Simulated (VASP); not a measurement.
A run of VASP 6.6.1 is set up as follows.

File INCAR:

```
ALGO = Normal ; EDIFF = 1E-7
ENCUT = 520 ; GGA = PS
ISIF = 2 ; ISMEAR = 0
LASPH = True ; LCHARG = True
LELF = True ; LREAL = False
LVHAR = True ; LWAVE = False
NBANDS = 16 ; NELM = 80
PREC = Accurate ; SIGMA = 0.15
```

KPOINTS

```
k-points
0
Gamma
  18 18 16
```

The input POSCAR:

```
TiO
1.0
    2.7885979981      0.0000000000      0.0000000000
   -1.3942989991      2.4149967073      0.0000000000
    0.0000000000      0.0000000000      2.5703000000
Ti O
1 1
Direct
    0.6666666667      0.3333333333      0.0000000000
    0.0000000000      0.0000000000      0.5000000000
```

Potentials or basis: VASP PAW PBE potentials, release 64 (Ti_sv, O).

Launch:

```sh
$ cat potpaw_PBE.64/Ti_sv/POTCAR potpaw_PBE.64/O/POTCAR > POTCAR
$ mpirun -np 1 vasp_std > vasp.out
```

Problem. What does it give for the pressure?

Solution. 30.4 GPa.

Problem. Predict the band gap on the k mesh.

Solution. Zero (bands 9 and 10 overlap by 0.13 eV).

Stress tensor (GPa, compression positive):
```
14.95  0.00  0.00
 0.00 14.95  0.00
 0.00  0.00 61.44
```

Caveat: the cell stands under pressure; the PAW data sets were made with another functional, which shifts forces and pressure a little; semilocal functionals often make such compounds metallic where correlation or magnetic order opens a gap, which also shifts bond lengths.
